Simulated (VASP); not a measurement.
Input of a VASP 6.6.1 run:

Contents of INCAR:

```
ALGO     = Normal         # electronic algorithm
DIPOL    = 0.5 0.5 0.500
EDIFF    = 1E-6           # SCF threshold, eV
ENCUT    = 520            # plane-wave cutoff, eV
GGA      = PE             # functional
IDIPOL   = 3            
ISIF     = 2              # what is computed and relaxed
ISMEAR   = 0              # smearing method
LASPH    = T              # aspherical terms in the spheres
LCHARG   = F              # write CHGCAR
LDIPOL   = T            
LREAL    = F              # projectors in reciprocal space
LWAVE    = F              # write WAVECAR
NBANDS   = 26             # bands
NELM     = 100            # most SCF steps
PREC     = Accurate       # precision mode
SIGMA    = 0.1            # smearing width, eV
```

The input KPOINTS:

```
k-points
0
Gamma
  4 4 1
```

POSCAR

```
GaAs
1.0
    7.0456690000      0.0000000000      0.0000000000
    0.0000000000      7.0456690000      0.0000000000
    0.0000000000      0.0000000000     15.0000000000
Ga As
2 2
Direct
    0.5000000000      0.0000000000      0.5142871900
    0.0000000000      0.5000000000      0.4857128100
    0.0000000000      0.0000000000      0.5000000000
    0.5000000000      0.5000000000      0.5000000000
```

Potentials or basis: VASP PAW PBE potentials, release 64 (Ga_d, As).

Launch:

```console
$ cat potpaw_PBE.64/Ga_d/POTCAR potpaw_PBE.64/As/POTCAR > POTCAR
$ mpirun -np 1 vasp_std > vasp.out
```

Q: Estimate the largest force.

A: 0.167 eV/Å.

Q: What does it give for the band gap on the k mesh?

A: Zero (bands 18 and 19 overlap by 0.55 eV).

Forces on the atoms (eV/Å):
```
Ga   0.000  0.000 -0.167
Ga   0.000  0.000  0.167
As   0.000  0.000  0.000
As   0.000  0.000  0.000
```
